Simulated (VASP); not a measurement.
HRh8: single point with PBE+D3(BJ)

The system is HRh8, a slab with vacuum.

```
Rh H
1.0
     5.36502    0.00000    0.00000
     0.00000    3.79364    0.00000
     0.00000    0.00000   21.24008
Rh H
8 1
Cartesian
  1.3413 1.8968 4.0000
  4.0238 1.8968 4.0000
  0.0000 0.0000 5.3413
  2.6825 0.0000 5.3413
  1.3413 1.8968 6.6981
  4.0238 1.8968 6.6981
  0.0000 0.0000 7.9401
  2.6825 0.0000 7.9401
  1.3413 0.4742 10.4401
```

| Item | Value |
| --- | --- |
| Program | VASP 6.6.1 |
| Task | single point |
| Functional | PBE |
| Dispersion | D3(BJ) |
| Potentials or basis | VASP PAW PBE potentials, release 64 (Rh_pv, H) |
| Cutoff | 520 eV |
| k mesh | 5 × 7 × 1 |
| Occupations | gaussian, width 0.1 eV |
| Spin | no spin polarisation |
| Dipole correction | yes |
| Further INCAR settings | ALGO = Normal; EDIFF = 1e-06; NBANDS = 70 |

```
Largest force              : 1.581 eV/Å
Dispersion energy per atom : -0.347 eV
```

Forces on the atoms (eV/Å):
```
Rh   0.000 -0.003  0.650
Rh   0.000  0.024  0.669
Rh  -0.066 -0.013 -0.575
Rh   0.066 -0.013 -0.575
Rh   0.000  0.010 -0.199
Rh   0.000  0.071 -0.142
Rh   0.470  0.097  0.865
Rh  -0.470  0.097  0.865
H    0.000 -0.269 -1.558
```

Levels at points of the mesh, in eV from the Fermi level:
```
           k point  band 56  band 57  band 58  band 59  band 60  band 61  band 62  band 63
(0.00, 0.00, 0.00)    -0.35    -0.07    -0.01     0.07     0.12     0.17     0.30     0.35
```

Run time: 8.6 min on 1 thread of AMD EPYC 9R45 96-Core Processor (Zen 5) (shared host), peak memory 0.53 GiB.
